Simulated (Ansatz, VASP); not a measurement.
**One calculation of HfGa15As16, two programs**

```xyz
32
Lattice="-5.7460 -5.7460 5.7460 5.7460 5.7460 5.7460 -5.7460 5.7460 -5.7460" Properties=species:S:1:pos:R:3 pbc="T T T"
Hf    0.0000    2.8730    2.8730
Ga    0.0038   -0.0294    5.7753
Ga    2.9024    2.8692    5.7753
Ga   -5.7460    2.8730    2.8730
Ga   -2.9024    5.7753    2.8768
Ga   -5.7460    2.8730   -2.8730
Ga    0.0038    5.7753   -0.0294
Ga   -2.9024    2.8768    5.7753
Ga   -5.7498    0.0294    0.0294
Ga   -2.9024    2.8692   -0.0294
Ga    2.9024    5.7753    2.8692
Ga   -5.7460   -2.8730    2.8730
Ga   -2.9024   -0.0294    2.8692
Ga   -0.0038   -0.0294   -0.0294
Ga   -2.8436   -2.8692    5.7166
Ga   -2.8436    5.7166   -2.8692
As    1.4940    1.3790    1.3790
As   -4.3222    4.3117   -1.4492
As   -1.4387    7.1952   -1.4492
As   -4.3072    1.4492    1.4492
As   -1.4940    4.3670    1.3790
As    1.4238    7.1802    1.4492
As   -4.3222   -1.4492    4.3117
As   -1.4940    1.3790    4.3670
As    1.4940    4.3670    4.3670
As   -1.4238    1.4492   -1.4342
As   -1.4387   -1.4492    7.1952
As    1.4238    1.4492    7.1802
As   -1.4238   -1.4342    1.4492
As   -4.3072    4.2968    4.2968
As   -7.1698    1.4342   -1.4492
As   -7.1698   -1.4492    1.4342
```

Alike in both runs: functional PBE; k mesh 3 × 3 × 3; occupations gaussian, width 0.05 eV; no spin polarisation.

Ansatz relaxed the structure, and its values are those at the end. VASP's run is a single point on that final structure, the one shown.

|  | VASP | Ansatz |
| --- | --- | --- |
| version | VASP 6.6.1 | Ansatz 0.2.0 |
| potentials or method | VASP PAW PBE potentials, release 64 (Hf_pv, Ga_d, As), cutoff 400 eV | scalar-relativistic, plane waves, PAW |
| valence electrons in the cell | 285 | 461 |

|  | VASP | Ansatz | Ansatz less VASP |
| --- | --- | --- | --- |
| gap on the k mesh at the Fermi level (eV) | none | none | - |
| rms of the force components (eV/Å) | 0.004 | 0.000 | -0.0039 |

A gap of «none» marks a metal or a gap that the smearing closes. The functional is the same, so the differences come from potentials, cutoffs and numerics. VASP's potentials hold 285 valence electrons a cell and Ansatz's 461, so a difference there can come from the potentials and not from the codes.

Neither program's run includes spin-orbit coupling.
